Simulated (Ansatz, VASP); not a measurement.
# One calculation of BN, two programs

```
B N
1.0
     4.52220    0.00000    0.00000
     0.00000    4.52220    0.00000
     0.00000    0.00000    2.47270
B N
4 4
Cartesian
  0.7881 3.7341 1.2364
  1.4730 1.4730 0.0000
  3.0492 3.0492 0.0000
  3.7341 0.7881 1.2364
  3.6748 3.6748 1.2364
  1.4137 3.1085 0.0000
  3.1085 1.4137 0.0000
  0.8474 0.8474 1.2364
```

Alike in both runs: task single point; functional PBE; k mesh 6 × 6 × 10; occupations gaussian, width 0.05 eV; no spin polarisation.

```csv
,VASP,Ansatz
version,VASP 6.6.1,Ansatz 0.2.0
potentials or method,"VASP PAW PBE potentials, release 64 (B, N), cutoff 520 eV","scalar-relativistic, plane waves, PAW"
valence electrons in the cell,32,32
```

VASP gave:

| Item | Value |
| --- | --- |
| gap on the k mesh at the Fermi level (eV) | 4.79 |
| least direct gap on the mesh (eV) | 5.99 |
| pressure (GPa) | -2.0 |
| traceless stress, the component that is largest in VASP (GPa) | 29.36 |
| rms of the force components (eV/Å) | 0.175 |

Task: Estimate Ansatz's values.

Result: gap on the k mesh at the Fermi level (eV): 4.80; least direct gap on the mesh (eV): 6.00; pressure (GPa): -2.3; traceless stress, the component that is largest in VASP (GPa): 29.07; rms of the force components (eV/Å): 0.169.

Atom by atom the forces differ by 0.009 eV/Å (rms over components).
